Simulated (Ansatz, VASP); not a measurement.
One calculation of Cu, two programs

INCAR

```
SYSTEM = Cu
ALGO = Normal
EDIFF = 1E-6
ENCUT = 520
GGA = CA
ISIF = 2
ISMEAR = 0
LASPH = .TRUE.
LCHARG = .FALSE.
LREAL = .FALSE.
LWAVE = .FALSE.
NBANDS = 12
NELM = 60
PREC = Accurate
SIGMA = 0.15
```

Contents of KPOINTS:

```
k-points
0
G
  22 22 22
  0 0 0
```

File POSCAR:

```
Cu
1.0
   -1.4452500000      1.4452500000      1.3410790181
    1.4452500000     -1.4452500000      1.3410790181
    1.4452500000      1.4452500000     -1.3410790181
Cu
1
Direct
    0.0000000000      0.0000000000      0.0000000000
```

Input for Ansatz:

```yaml
crystal:
  lattice:
    - [-1.44525, 1.44525, 1.3410790181]
    - [1.44525, -1.44525, 1.3410790181]
    - [1.44525, 1.44525, -1.3410790181]
  atoms:
    - { symbol: Cu, position: [0.0, 0.0, 0.0] }
basis:
  ecutwfc: 520.0
kpoints:
  mp_grid: { grid: [22, 22, 22] }
hamiltonian:
  xc: lda
  pseudopotentials: { kind: paw, azcp: { folder: soft_1 } }
scf:
  occupations: { method: gaussian, width: 0.15 }
output:
  forces: true
  stress: true
  eigenvalues: true
```

Alike in both runs: task single point; functional LDA; k mesh 22 × 22 × 22; occupations gaussian, width 0.15 eV; no spin polarisation.

|  | VASP | Ansatz |
| --- | --- | --- |
| version | VASP 6.6.1 | Ansatz 0.2.0 |
| potentials or method | VASP PAW LDA potentials, release 64 (Cu), cutoff 520 eV | scalar-relativistic, plane waves, PAW |
| valence electrons in the cell | 11 | 19 |

```csv
,VASP,Ansatz,Ansatz less VASP
gap on the k mesh at the Fermi level (eV),none,none,-
pressure (GPa),-3.4,-4.3,-0.90
"traceless stress, the component that is largest in VASP (GPa)",0.20,0.19,-0.015
```

Ansatz warns that its potentials were made for another functional, while VASP's fit it. LDA's correlation is that of Perdew and Zunger in VASP and of Perdew and Wang (1992) in Ansatz. A gap of «none» marks a metal or a gap that the smearing closes. VASP's potentials hold 11 valence electrons a cell and Ansatz's 19, so a difference there can come from the potentials and not from the codes.
